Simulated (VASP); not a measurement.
CdS (Hawleyite), 2 atoms in the cell. The structure is tetragonal, space group I-4m2 (No. 119). The conventional cell has a = 4.091 Å, b = 4.091 Å, c = 5.713 Å, α = 90.00°, β = 90.00°, γ = 90.00°. Cd (site symmetry -4m2) has 4 S at 2.49 Å within 3.3 Å. Within 3.3 Å of S (site symmetry -4m2) lie 4 Cd at 2.49 Å.  This cell differs from its parent crystal: in-plane strain +0.005, then relaxed in part.

```yaml
Program: VASP 6.6.1
Task: single point
Functional: LDA
Potentials_or_basis: VASP PAW LDA potentials, release 64 (Cd, S)
Cutoff: 520 eV
k_mesh: 8 × 8 × 8
Occupations: gaussian, width 0.01 eV
Spin: no spin polarisation
Dipole_correction: no
Further_INCAR_settings: ALGO = Normal; EDIFF = 1e-07; NBANDS = 16
```

Potentials or basis: VASP PAW LDA potentials, release 64 (Cd, S).

Run with:

```sh
$ cat potpaw_LDA.64/Cd/POTCAR potpaw_LDA.64/S/POTCAR > POTCAR
$ mpirun -np 1 vasp_std > vasp.out
```

Hardware: 1 thread of Intel(R) Xeon(R) Platinum 8559C (Emerald Rapids), with other jobs on the host.

Q: Estimate the wall time of this run.

A: It took 26 s on 1 thread of Intel(R) Xeon(R) Platinum 8559C (Emerald Rapids), with other jobs on the host, peak memory 0.16 GiB. Counts: scf iterations 14, k points 59.
